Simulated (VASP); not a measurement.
Write the native input for VASP 6.6.1 that does the following.

| Item | Value |
| --- | --- |
| Task | single point |
| Functional | PBE |
| Dispersion | D3(BJ) |
| Potentials or basis | VASP PAW PBE potentials, release 64 (H_h, O_h, C_h) |
| Cutoff | 1000 eV |
| k mesh | 1 × 1 × 1 |
| Occupations | fermi-dirac, width 0.02 eV |
| Spin | no spin polarisation |
| Dipole correction | no |
| Further INCAR settings | LREAL = Auto; ALGO = Normal; EDIFF = 1e-06; NBANDS = 66 |

The structure of H4CO lies in POSCAR:

```
H4CO
1.0
    7.5874210000      0.0000000000      0.0000000000
    0.0000000000      7.5874210000      0.0000000000
    0.0000000000      0.0000000000      7.5874210000
H O C
24 6 6
Direct
    0.4676292511      0.2812681674      0.2212873123
    0.4114836912      0.2574260740      0.1391513665
   -0.0399081585      0.6243755289      0.5635116333
   -0.0527583747      0.6819576771      0.6351301714
    0.1426439893      0.2763653157      0.5092112326
    0.2270073059      0.3221911635      0.4834844409
    0.6670250669      0.6350115540      0.4590097215
    0.5919929842      0.6588931865      0.4019679414
    0.3244185343      0.8239690403      0.5121371280
    0.2757590491      0.9133538260      0.5058767663
    0.2967543253      0.6987486262      0.8618211643
    0.3477334393      0.6929759137      0.7723836597
    0.6200525844      0.9594037289      1.0777443350
    0.7657279068      0.7463800941      1.1640582485
    0.8986584506     -0.0178716853      0.5946816448
    0.8641803322      0.1965753581      0.4774349545
   -0.0725938366      0.5125061599      0.9678782817
   -0.1112103836      0.2487406459      0.9703824264
    0.1731286560      0.8374518825      0.2422166900
    0.1045809900      0.6224117523      0.1527923652
    0.5267534252      0.5206380403      0.7989934920
    0.5033726216      0.3713119385      0.6044478091
    0.3975527389      0.0326856780      0.9445501970
    0.1841864317     -0.0447582914      0.8294913384
    0.8681210651      0.9026519024      0.9504283471
    0.6437760604      0.0490548765      0.5348589461
   -0.0163164796      0.3642476146      1.1948855876
    0.3660664144      0.6585636938      0.1524760521
    0.7376287674      0.3681883475      0.7502812879
    0.2417290407      0.2271654624      0.8581967443
    0.7537475514      0.8729580183      1.0690457271
    0.8036327495      0.0738063698      0.5372312937
   -0.0671769762      0.3752658512      1.0388905532
    0.2160945069      0.7108871381      0.1810233016
    0.5940226593      0.4211839570      0.7125346017
    0.2728858726      0.0724620395      0.8710074214
```

One way to write it, as run:

INCAR

```
  ALGO = Normal
  EDIFF = 1E-6
  ENCUT = 1000
  GGA = PE
  GGA_COMPAT = F
  ISIF = 2
  ISMEAR = -1
  IVDW = 12
  LASPH = T
  LCHARG = F
  LREAL = Auto
  LWAVE = F
  NBANDS = 66
  NELM = 120
  PREC = Accurate
  SIGMA = 0.02
```

KPOINTS

```
k-points
0
Gamma
  1 1 1
```

Potentials or basis: VASP PAW PBE potentials, release 64 (H_h, O_h, C_h).

Command:

```sh
$ cat potpaw_PBE.64/H_h/POTCAR potpaw_PBE.64/O_h/POTCAR potpaw_PBE.64/C_h/POTCAR > POTCAR
$ mpirun -np 1 vasp_gam > vasp.out
```

Results of the run:

The pressure is -1.9 GPa and the largest force is 4.128 eV/Å. The band gap on the k mesh is 2.46 eV. The dispersion energy per atom is -0.036 eV.

Caveat: the k points lie up to 0.83 Å⁻¹ apart; the atoms stand as in a frame of molecular dynamics.

Wall time 2.4 min on 1 thread of Intel(R) Xeon(R) 6975P-C (Granite Rapids) (shared host), peak memory 0.89 GiB.
